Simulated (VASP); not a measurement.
# MgH2 (P4/mmm) in VASP: a series of runs, part 2 of 2

VASP 6.6.1. The steps go on from the part before.

## (3) Single point, PBE (atoms taken out)

INCAR reads:

```
SYSTEM = MgH2
PREC = Accurate ; ENCUT = 520
EDIFF = 1E-6 ; ISMEAR = 0
SIGMA = 0.1 ; LREAL = .FALSE.
LASPH = .TRUE. ; NELM = 60
ALGO = Normal ; ISIF = 2
LWAVE = .FALSE. ; LCHARG = .FALSE.
GGA = PE ; NBANDS = 9
```

KPOINTS reads:

```
regular mesh
0
G
  4 4 6
  0 0 0
```

POSCAR reads:

```
MgH2
1.0
    4.0677859700      0.0000000000      0.0000000000
    0.0000000000      4.0677859700      0.0000000000
    0.0000000000      0.0000000000      2.8763590400
Mg H
1 2
Direct
    0.0000000000      0.0000000000      0.0000000000
    0.5000000000      0.0000000000      0.5000000000
    0.0000000000      0.5000000000      0.5000000000
```

Potentials or basis: VASP PAW PBE potentials, release 64 (Mg, H).

On the command line:

```sh
$ cat potpaw_PBE.64/Mg/POTCAR potpaw_PBE.64/H/POTCAR > POTCAR
$ mpirun -np 1 vasp_std > vasp.out
```

Run time: 6.2 s. Hardware: 1 thread of Intel Xeon Platinum 8488C (Sapphire Rapids), shared host; peak memory 0.15 GiB.

It converged, with:

- Free energy: -6.9694 eV
- Pressure: -10.3 GPa
- Band gap on the k mesh: zero (bands 2 and 3 overlap by 2.15 eV)

Stress tensor (GPa, compression positive):
```
-13.30   0.00   0.00
  0.00 -13.30   0.00
  0.00   0.00  -4.24
```

Levels at points of the mesh, in eV from the Fermi level:
```
           k point  band 1  band 2  band 3  band 4  band 5
(0.00, 0.00, 0.00)   -6.28   -1.10    3.98    3.98    5.07
(0.50, 0.00, 0.00)   -4.79   -3.74    2.95    5.01    6.75
(0.50, 0.50, 0.00)   -3.30   -3.30   -1.69    3.08   10.85
(0.00, 0.00, 0.50)   -3.50    0.47    0.66    7.16    7.69
(0.50, 0.00, 0.50)   -2.14   -1.41    2.08    3.34    5.17
(0.50, 0.50, 0.50)   -1.14   -1.14    1.56    4.25    4.25
```

Caveat: the k points lie up to 0.39 Å⁻¹ apart, too coarse for converged energies and pressures of a metal; the cell differs from its parent crystal (atoms taken out).

## (4) Single point, PBE (atoms taken out)

INCAR reads:

```
SYSTEM = MgH2
ALGO     = Normal         ! electronic algorithm
EDIFF    = 1E-7           ! SCF threshold, eV
ENCUT    = 520            ! plane-wave cutoff, eV
GGA      = PE             ! functional
ISIF     = 2              ! what is computed and relaxed
ISMEAR   = 0              ! smearing method
LASPH    = .True.         ! aspherical terms in the spheres
LCHARG   = .False.        ! write CHGCAR
LREAL    = .False.        ! projectors in reciprocal space
LWAVE    = .False.        ! write WAVECAR
NBANDS   = 9              ! bands
NELM     = 80             ! most SCF steps
PREC     = Accurate       ! precision mode
SIGMA    = 0.1            ! smearing width, eV
```

KPOINTS reads:

```
k-points
0
Gamma
  6 6 6
  0 0 0
```

POSCAR reads:

```
MgH2
1.0
    3.2723237021      0.0000000000      0.0000000000
    0.0000000000      3.2723237021      0.0000000000
    0.0000000000      0.0000000000      2.6777852008
Mg H
1 2
Direct
    0.0000000000      0.0000000000      0.0000000000
    0.5000000000      0.0000000000      0.5000000000
    0.0000000000      0.5000000000      0.5000000000
```

Potentials or basis: VASP PAW PBE potentials, release 64 (Mg, H).

On the command line:

```sh
$ cat potpaw_PBE.64/Mg/POTCAR potpaw_PBE.64/H/POTCAR > POTCAR
$ mpirun -np 1 vasp_std > vasp.out
```

OUTCAR:

```text
SYSTEM = MgH2
   EDIFF = 1E-7
   ENCUT = 520
   GGA = PE
   ISIF = 2
   ISMEAR = 0
   LASPH = .True.
   LREAL = .False.
   NELM = 80
   PREC = Accurate

 ion  position               nearest neighbor table
   1  0.000  0.000  0.000-   2 2.11   3 2.11   2 2.11   3 2.11   3 2.11   3 2.11   2 2.11   2 2.11

   2  0.500  0.000  0.500-   1 2.11   1 2.11   1 2.11   1 2.11
   3  0.000  0.500  0.500-   1 2.11   1 2.11   1 2.11   1 2.11

  LATTYP: Found a simple tetragonal cell.
 ALAT       =     3.2723237021
 C/A-ratio  =     0.8183130535

  Lattice vectors:
[... 472 lines left out ...]
      7      13.9173      0.00000
      8      14.5122      0.00000
      9      18.7490      0.00000

 [... further k-points ...]
[... 5 lines left out ...]
  --------------------------------------------------------------------------------------
  -------------------------------------------------------------------------------------
  Total       -0.0778850     -0.0778850     -0.0041723      0.0000000      0.0000000     -0.0000000
  in kB       -4.3518707     -4.3518707     -0.2331285      0.0000000      0.0000000     -0.0000000
  external PRESSURE =      -2.9789567 kB  Pullay stress =       0.0000000 kB

 VOLUME and BASIS-vectors are now :
 -----------------------------------------------------------------------------
  energy-cutoff  :      520.00
  volume of cell :       28.67
      direct lattice vectors                 reciprocal lattice vectors
     3.272323702  0.000000000  0.000000000     0.305593239  0.000000000  0.000000000
     0.000000000  3.272323702  0.000000000     0.000000000  0.305593239  0.000000000
     0.000000000  0.000000000  2.677785201     0.000000000  0.000000000  0.373442948

 POSITION                                       TOTAL-FORCE (eV/Angst)
 -----------------------------------------------------------------------------------
      0.00000      0.00000      0.00000         0.000000      0.000000      0.000000
      1.63616      0.00000      1.33889         0.000000      0.000000      0.000000
      0.00000      1.63616      1.33889         0.000000      0.000000      0.000000
 -----------------------------------------------------------------------------------
    total drift:                                0.000000      0.000000     -0.000000

  FREE ENERGIE OF THE ION-ELECTRON SYSTEM (eV)
  ---------------------------------------------------
  free  energy   TOTEN  =        -7.9577943875 eV

  energy  without entropy=       -7.9569167770  energy(sigma->0) =       -7.95735558
```

It took 5.1 s on 1 thread of Intel Xeon Platinum 8488C (Sapphire Rapids), shared host; peak memory 0.13 GiB.

What came out:

| Quantity | Value |
| --- | --- |
| Free energy | -7.9578 eV |
| Pressure | -0.3 GPa |
| Band gap on the k mesh | zero (bands 2 and 3 overlap by 1.15 eV) |

Stress tensor (GPa, compression positive):
```
-0.44  0.00  0.00
 0.00 -0.44  0.00
 0.00  0.00 -0.02
```

Caveat: the k points lie up to 0.39 Å⁻¹ apart, too coarse for converged energies and pressures of a metal; the cell differs from its parent crystal (atoms taken out).

## (5) Summary

| cell | k mesh | gap on the mesh (eV) | pressure (GPa) |
| --- | --- | --- | --- |
| a = 3.305, b = 3.305, c = 2.655 Å, 3 atoms | 4 × 4 × 6 | none | -0.3 |
| a = 4.068, b = 4.068, c = 2.876 Å, 3 atoms | 4 × 4 × 6 | none | -10.3 |
| a = 3.272, b = 3.272, c = 2.678 Å, 3 atoms | 6 × 6 × 6 | none | -0.3 |

Alike in all rows: task single point; level PBE; potentials or basis VASP PAW PBE potentials, release 64 (Mg, H); no spin polarisation; cutoff (eV) 520; smearing gaussian 0.1 eV.

Caveats: all runs use coarse meshes.

Total energies depend on the potentials used, so only differences within one code and one set of settings carry meaning.
